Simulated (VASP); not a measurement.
VN2: single point with PBE

Crystal: VN2.

```
V N
1.0
    -2.08601    2.08601    2.64721
     2.08601   -2.08601    2.64721
     2.08601    2.08601   -2.64721
V N
2 4
Cartesian
  0.0000 0.0000 1.3236
  0.0000 0.0000 3.9708
  2.5598 0.4738 0.0000
  1.6122 0.4738 2.6472
  -0.4738 1.6122 2.6472
  0.4738 1.6122 0.0000
```

This cell differs from its parent crystal: ratio of the length along z to the lengths across it x 1.1, volume and fractional coordinates fixed.

```yaml
Program: VASP 6.6.1
Task: single point
Functional: PBE
Potentials_or_basis: VASP PAW PBE potentials, release 64 (V_sv, N)
Cutoff: 520 eV
k_mesh: 18 × 18 × 18
Occupations: gaussian, width 0.15 eV
Spin: no spin polarisation
Dipole_correction: no
Further_INCAR_settings: ALGO = Normal; EDIFF = 1e-06; NBANDS = 32
```

```yaml
Pressure: 5.6 GPa
Largest_force: 0.535 eV/Å
Band_gap_on_the_k_mesh: zero (band 23 reaches 11.88 eV, above the bottom of band 24 at 11.29 eV)
```

Forces in eV/Å, atoms in the order of the input:
```
V    0.000  0.000  0.000
V    0.000  0.000  0.000
N    0.378  0.378  0.000
N   -0.378  0.378  0.000
N   -0.378 -0.378  0.000
N    0.378 -0.378  0.000
```

Stress tensor (GPa, compression positive):
```
 20.05   0.00   0.00
  0.00  20.05   0.00
  0.00   0.00 -23.45
```

Levels at points of the mesh, in eV from the Fermi level:
| k point | band 20 | band 21 | band 22 | band 23 | band 24 | band 25 | band 26 | band 27 |
| --- | --- | --- | --- | --- | --- | --- | --- | --- |
| (0.00, 0.00, 0.00) | -2.83 | -2.47 | -2.47 | -1.86 | 0.73 | 0.73 | 0.89 | 1.01 |
| (0.50, 0.00, 0.00) | -3.19 | -3.09 | -3.09 | 0.28 | 0.28 | 0.77 | 0.77 | 0.83 |
| (0.50, 0.50, 0.00) | -4.39 | -2.63 | -2.35 | -0.89 | 0.42 | 0.54 | 1.31 | 1.61 |
| (0.50, 0.50, 0.50) | -2.65 | -2.65 | -0.89 | -0.39 | 0.21 | 0.35 | 0.77 | 1.47 |

Wall time 18 min on 1 thread of Intel Xeon 8259CL, with other jobs on the host, peak memory 0.61 GiB.

Caveat: the run has no spin polarisation, though such a crystal can be magnetic.
